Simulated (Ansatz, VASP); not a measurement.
# Two plane-wave programs on BAs

File POSCAR:

```
BAs
1.0
    2.9570103300      0.0000000000      0.0000000000
    0.0000000000      2.9570103300      0.0000000000
    0.0000000000      0.0000000000      2.9570103300
B As
1 1
Direct
    0.5000000000      0.5000000000      0.5000000000
    0.0000000000      0.0000000000      0.0000000000
```

The input INCAR.step1:

```
  ALGO = Normal
  EDIFF = 1E-5
  ENCUT = 520
  GGA = PE
  ISIF = 2
  ISMEAR = -1
  LASPH = T
  LREAL = F
  LWAVE = T
  NBANDS = 11
  NELM = 60
  PREC = Accurate
  SIGMA = 0.05
```

File INCAR.step2:

```
  ALGO = Normal
  EDIFF = 1E-6
  ENCUT = 520
  GGA = PE
  HFSCREEN = 0.2079
  ISIF = 2
  ISMEAR = -1
  ISTART = 1
  LASPH = T
  LCHARG = T
  LELF = T
  LHFCALC = T
  LREAL = F
  LVHAR = T
  LWAVE = F
  NBANDS = 11
  NELM = 60
  PREC = Accurate
  PRECFOCK = Normal
  SIGMA = 0.05
```

The input KPOINTS:

```
k-points
0
Gamma
  5 5 5
```

Contents of input:

```
crystal:
  lattice:
    - [2.95701033, 0.0, 0.0]
    - [0.0, 2.95701033, 0.0]
    - [0.0, 0.0, 2.95701033]
  atoms:
    - { symbol: B, position: [0.5, 0.5, 0.5] }
    - { symbol: As, position: [0.0, 0.0, 0.0] }
hamiltonian:
  xc: hse06
  pseudopotentials: { kind: paw }
kpoints:
  mp_grid: { grid: [5, 5, 5] }
  band_path:
    path:
      - [[0.0, 0.0, 0.0], [0.0, 0.5, 0.0], [0.5, 0.5, 0.0], [0.0, 0.0, 0.0], [0.5, 0.5, 0.5], [0.0, 0.5, 0.0]]
      - [[0.5, 0.5, 0.0], [0.5, 0.5, 0.5]]
    npoints: 4
scf:
  occupations: { method: fermi_dirac, width: 0.05 }
  n_extra_bands: 6
output:
  forces: true
  stress: true
  eigenvalues: true
  fatbands: false
```

Alike in both runs: functional HSE06; k mesh 5 × 5 × 5; occupations fermi-dirac, width 0.05 eV; no spin polarisation.

|  | VASP | Ansatz |
| --- | --- | --- |
| version | VASP 6.6.1 | Ansatz 0.2.0 |
| potentials or method | VASP PAW PBE potentials, release 64 (B, As) | Ansatz PAW |
| plane-wave cutoff (eV) | 520 | 420 |
| valence electrons in the cell | 8 | 18 |
| task | single point | band structure |

```csv
,VASP,Ansatz,Ansatz less VASP
gap on the k mesh at the Fermi level (eV),none,none,-
pressure (GPa),-9.0,-8.7,+0.33
```

A gap of «none» marks a metal or a gap that the smearing closes. VASP's potentials hold 8 valence electrons a cell and Ansatz's 18, so a difference there can come from the potentials and not from the codes.

The k mesh is coarse, so the values compare programs but aren't converged.
